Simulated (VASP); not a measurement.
# CsW3 (Fm-3m) in VASP: notebook, part 2 of 2

VASP 6.6.1. Earlier steps stand in the parts before.

**4. Single point, PBE**

File INCAR:

```
PREC = Accurate
ENCUT = 520
EDIFF = 1E-7
ISMEAR = 0
SIGMA = 0.1
LREAL = F
LASPH = T
NELM = 100
ALGO = Normal
ISIF = 2
LWAVE = F
LCHARG = T
GGA = PE
LELF = T
LVHAR = T
NBANDS = 34
```

File KPOINTS:

```
Automatic mesh
0
Gamma
  4 4 4
```

File POSCAR:

```
CsW3
1.0
    0.0000000000      3.3570578658      3.3570578658
    3.3570578658      0.0000000000      3.3570578658
    3.3570578658      3.3570578658      0.0000000000
Cs W
1 3
Direct
    0.5000000000      0.5000000000      0.5000000000
    0.2500000000      0.2500000000      0.2500000000
    0.7500000000      0.7500000000      0.7500000000
    0.0000000000      0.0000000000      0.0000000000
```

Potentials or basis: VASP PAW PBE potentials, release 64 (Cs_sv, W_sv).

Launch:

```bash
$ cat potpaw_PBE.64/Cs_sv/POTCAR potpaw_PBE.64/W_sv/POTCAR > POTCAR
$ mpirun -np 1 vasp_std > vasp.out
```

OUTCAR:

```text
PREC = Accurate
   ENCUT = 520
   EDIFF = 1E-7
   ISMEAR = 0
   LREAL = F
   LASPH = T
   NELM = 100
   ISIF = 2
   GGA = PE

 ion  position               nearest neighbor table
   1  0.500  0.500  0.500-   2 2.91   2 2.91   2 2.91   2 2.91   3 2.91   3 2.91   3 2.91   3 2.91

   2  0.250  0.250  0.250-   4 2.91   4 2.91   4 2.91   1 2.91   4 2.91   1 2.91   1 2.91   1 2.91
                             3 3.36   3 3.36   3 3.36   3 3.36   3 3.36   3 3.36
   3  0.750  0.750  0.750-   1 2.91   1 2.91   1 2.91   1 2.91   4 2.91   4 2.91   4 2.91   4 2.91
                             2 3.36   2 3.36   2 3.36   2 3.36   2 3.36   2 3.36
   4  0.000  0.000  0.000-   3 2.91   3 2.91   3 2.91   2 2.91   3 2.91   2 2.91   2 2.91   2 2.91

  LATTYP: Found a face centered cubic cell.
 ALAT       =     6.7141157316

  Lattice vectors:

 A1 = (   0.0000000000,   3.3570578658,   3.3570578658)
 A2 = (   3.3570578658,   0.0000000000,   3.3570578658)
 A3 = (   3.3570578658,   3.3570578658,   0.0000000000)

Analysis of symmetry for initial positions (statically):
=====================================================================
 Subroutine PRICEL returns:
 Original cell was already a primitive cell.

 Routine SETGRP: Setting up the symmetry group for a
 face centered cubic supercell.

 Subroutine GETGRP returns: Found 48 space group operations
 (whereof 48 operations were pure point group operations)
 out of a pool of 48 trial point group operations.

The static configuration has the point symmetry O_h .

Analysis of symmetry for dynamics (positions and initial velocities):
=====================================================================
 Subroutine PRICEL returns:
[... 109 lines left out ...]
   EMIN   =  10.00;   EMAX   =-10.00  energy-range for DOS
   EFERMI =   0.00;   METHOD = LEGACY
   ISMEAR =     0;   SIGMA  =   0.10  broadening in eV -4-tet -1-fermi 0-gaus
   EFERMI_NEDOS =   21; number of points for ismear=-14 and -15
   IALGO  =     38    algorithm
   IMIX   =      4    mixing-type and parameters
     AMIX     =   0.40;   BMIX     =  1.00
     AMIX_MAG =   1.60;   BMIX_MAG =  1.00
  volume/ion in A,a.u.               =      18.92       127.66
  Fermi-wavevector in a.u.,A,eV,Ry     =   1.435366  2.712449 28.031760  2.060276
  Thomas-Fermi vector in A             =   2.554673
   LORBIT       =      0    0 simple, 1 ext, 2 COOP (PROOUT), +10 PAW based schemes
   GGA     = PE    functional components
   LHFCALC =     F    Hartree Fock is set to
   AEXX    =    0.0000 exact exchange contribution
   IVDW    =     0    specifies the selected vdW correction
   LEPSILON=     F    determine dielectric tensor
   LRPA    =     F    only Hartree local field effects (RPA)
 non-spin polarized calculation
 Gauss-broadening in eV      SIGMA  =   0.10
  energy-cutoff  :      520.00
  volume of cell :       75.67
 maximum number of plane-waves:      2085
   NGX = 17   NGY = 17   NGZ = 17

 number of electron      50.9999999 magnetization

 Free energy of the ion-electron system (eV)
  ---------------------------------------------------
  ext. energy  EPLUGINS =         0.00000000
  ---------------------------------------------------
  free energy    TOTEN  =       -31.02455067 eV

  energy without entropy =      -31.01665538  energy(sigma->0) =      -31.02060303

 E-fermi :   8.9530     XC(G=0): -12.6732

 val. band max:        8.8386188678   @ k =   0.5000   0.0000   0.0000
 cond. band min:       8.9901628533   @ k =  -0.2500   0.5000   0.2500
 fundamental gap:      0.1515439854
 Fermi energy:         8.9529595118

 k-point     1 :       0.0000    0.0000    0.0000
  band No.  band energies     occupation
      1     -65.0475      2.00000
      2     -65.0047      2.00000
      3     -64.9697      2.00000
      4     -29.3499      2.00000
      5     -29.3499      2.00000
      6     -29.3499      2.00000
[... 285 lines left out ...]
     33      12.6707      0.00000
     34      13.5484      0.00000

------------------------ aborting loop because EDIFF is reached ----------------------------------------

  FORCE on cell =-STRESS in cart. coord.  units (eV):
  Direction    XX          YY          ZZ          XY          YZ          ZX
  --------------------------------------------------------------------------------------
  -------------------------------------------------------------------------------------
  Total        0.8124956      0.8124956      0.8124956      0.0000000      0.0000000      0.0000000
  in kB       17.2038289     17.2038289     17.2038289      0.0000000      0.0000000      0.0000000
  external PRESSURE =      17.2038289 kB  Pullay stress =       0.0000000 kB

 VOLUME and BASIS-vectors are now :
 -----------------------------------------------------------------------------
  energy-cutoff  :      520.00
  volume of cell :       75.67
      direct lattice vectors                 reciprocal lattice vectors
     0.000000000  3.357057866  3.357057866    -0.148939941  0.148939941  0.148939941
     3.357057866  0.000000000  3.357057866     0.148939941 -0.148939941  0.148939941
     3.357057866  3.357057866  0.000000000     0.148939941  0.148939941 -0.148939941

 POSITION                                       TOTAL-FORCE (eV/Angst)
 -----------------------------------------------------------------------------------
      3.35706      3.35706      3.35706         0.000000     -0.000000     -0.000000
      1.67853      1.67853      1.67853        -0.000000     -0.000000     -0.000000
      5.03559      5.03559      5.03559         0.000000      0.000000      0.000000
      0.00000      0.00000      0.00000         0.000000     -0.000000     -0.000000
 -----------------------------------------------------------------------------------
    total drift:                                0.000000      0.000000      0.000000

  FREE ENERGIE OF THE ION-ELECTRON SYSTEM (eV)
  ---------------------------------------------------
  free  energy   TOTEN  =       -31.0245506745 eV

  energy  without entropy=      -31.0166553772  energy(sigma->0) =      -31.02060303
```

Run time: 34 s. Hardware: 1 thread of Intel Xeon Platinum 8259CL at 2.50GHz (Skylake/Cascade Lake), shared host; peak memory 0.21 GiB.

What came out:

```yaml
Free_energy: -31.0246 eV
Pressure: 1.7 GPa
Band_gap_on_the_k_mesh: zero (an odd number of electrons rules out a gap without spin polarisation)
```

Levels at points of the mesh, in eV from the Fermi level:
| k point | band 21 | band 22 | band 23 | band 24 | band 25 | band 26 | band 27 | band 28 | band 29 | band 30 |
| --- | --- | --- | --- | --- | --- | --- | --- | --- | --- | --- |
| (0.00, 0.00, 0.00) | -1.90 | -1.90 | 0.08 | 0.08 | 0.08 | 0.46 | 0.46 | 0.46 | 2.15 | 2.15 |
| (0.50, 0.00, 0.00) | -2.09 | -2.09 | -1.74 | -1.11 | -1.11 | -0.38 | -0.38 | -0.11 | 1.95 | 1.95 |
| (0.50, 0.50, 0.00) | -2.22 | -1.41 | -0.97 | -0.62 | -0.38 | -0.38 | 1.10 | 1.66 | 1.66 | 1.66 |

Caveat: the k points lie up to 0.41 Å⁻¹ apart, too coarse for converged energies and pressures of a metal; spin-orbit coupling is left out, which moves the levels of the heavy elements.

**5. Relaxation of cell and atoms, PBE**

This run uses another cell than the first one, of 28.10 Å³/atom.

File INCAR:

```
SYSTEM = CsW3
PREC     = Accurate       ! precision mode
ENCUT    = 600            ! plane-wave cutoff, eV
EDIFF    = 1E-6           ! SCF threshold, eV
ISMEAR   = 0              ! smearing method
SIGMA    = 0.1            ! smearing width, eV
LREAL    = .FALSE.        ! projectors in reciprocal space
LASPH    = .TRUE.         ! aspherical terms in the spheres
NELM     = 100            ! most SCF steps
ALGO     = Normal         ! electronic algorithm
ISIF     = 3              ! what is computed and relaxed
LWAVE    = .FALSE.        ! write WAVECAR
LCHARG   = .FALSE.        ! write CHGCAR
GGA      = PE             ! functional
IBRION   = 2              ! ionic algorithm
NSW      = 90             ! ionic steps
EDIFFG   = -0.04          ! ionic threshold
```

File KPOINTS:

```
Automatic mesh
0
G
  4 4 4
  0 0 0
```

File POSCAR:

```
CsW3
1.0
    0.0000000000      3.8305532300      3.8305532300
    3.8305532300      0.0000000000      3.8305532300
    3.8305532300      3.8305532300      0.0000000000
Cs W
1 3
Direct
    0.5000000000      0.5000000000      0.5000000000
    0.2500000000      0.2500000000      0.2500000000
    0.7500000000      0.7500000000      0.7500000000
    0.0000000000      0.0000000000      0.0000000000
```

Launch:

```bash
$ cat potpaw_PBE.64/Cs_sv/POTCAR potpaw_PBE.64/W_sv/POTCAR > POTCAR
$ mpirun -np 1 vasp_std > vasp.out
```

It took 4.4 min on 1 thread of Intel Xeon Platinum 8259CL at 2.50GHz (Skylake/Cascade Lake), shared host; peak memory 0.36 GiB.

Results (log left out):

```yaml
Free_energy: -31.0321 eV
Relaxed_volume: 19.12 Å³/atom
Relaxed_cell: a = 4.764 Å, b = 4.764 Å, c = 4.764 Å, α = 60.00°, β = 60.00°, γ = 60.00°
Space_group_after_relaxing_to_0.1_Å: Fm-3m (No. 225)
Energy_gained_by_relaxing: 971.4 meV/atom
Ionic_steps: 5
Pressure_after_relaxing: 0.1 GPa
Band_gap_on_the_k_mesh: zero (an odd number of electrons rules out a gap without spin polarisation)
```

The path:
```csv
step,energy change (eV),largest force (eV/Å),pressure (GPa),volume (Å³)
1,0.0000,0.0000,-23.66,112.41
2,0.0395,0.0000,84.97,57.50
3,-3.8661,0.0000,-3.43,78.27
4,-3.8834,0.0000,-1.20,77.08
5,-3.8855,0.0000,0.05,76.46
```

Final structure:
```
Cs W
1.0
     0.00000    3.36881    3.36881
     3.36881    0.00000    3.36881
     3.36881    3.36881    0.00000
Cs W
1 3
Direct
  0.50000 0.50000 0.50000
  0.25000 0.25000 0.25000
  0.75000 0.75000 0.75000
  0.00000 0.00000 0.00000
```

Levels at points of the mesh, in eV from the Fermi level:
```tsv
k point	band 21	band 22	band 23	band 24	band 25	band 26	band 27	band 28	band 29	band 30
(0.00, 0.00, 0.00)	-1.86	-1.86	0.07	0.07	0.07	0.47	0.47	0.47	2.14	2.14
(0.50, 0.00, 0.00)	-2.05	-2.05	-1.74	-1.07	-1.07	-0.37	-0.37	-0.11	1.94	1.94
(0.50, 0.50, 0.00)	-2.16	-1.40	-0.92	-0.64	-0.36	-0.36	1.10	1.65	1.66	1.66
```

Caveat: the volume moved by over 15 % at a fixed basis, so the end points are rough; spin-orbit coupling is left out, which moves the levels of the heavy elements.

**6. Overview**

```csv
task,cell,k mesh,cutoff (eV),gap on the mesh (eV),pressure (GPa),relaxed volume (Å³/atom)
relaxation of cell and atoms,"relaxed from a = 4.748 Å, angles 60.0°, 4 atoms",12 × 12 × 12,600,none,0.0,19.16
single point,"a = 5.417 Å, angles 60.0°, 4 atoms",4 × 4 × 4,520,none,-23.7,-
single point,"a = 4.748 Å, angles 60.0°, 4 atoms",4 × 4 × 4,520,none,1.7,-
relaxation of cell and atoms,"relaxed from a = 5.417 Å, angles 60.0°, 4 atoms",4 × 4 × 4,600,none,0.1,19.12
```

Alike in all rows: level PBE; potentials or basis VASP PAW PBE potentials, release 64 (Cs_sv, W_sv); no spin polarisation; smearing gaussian 0.1 eV.

Caveats: some runs use coarse meshes; spin-orbit coupling is left out, which moves the levels of the heavy elements; the cell stands under tension (at least some runs); the volume moved by over 15 % at a fixed basis, so the end points are rough (at least some runs).

Absolute energies hang on the potentials; compare differences alone.

The gap in the log of VASP goes by the Fermi energy; the results here count the filled bands.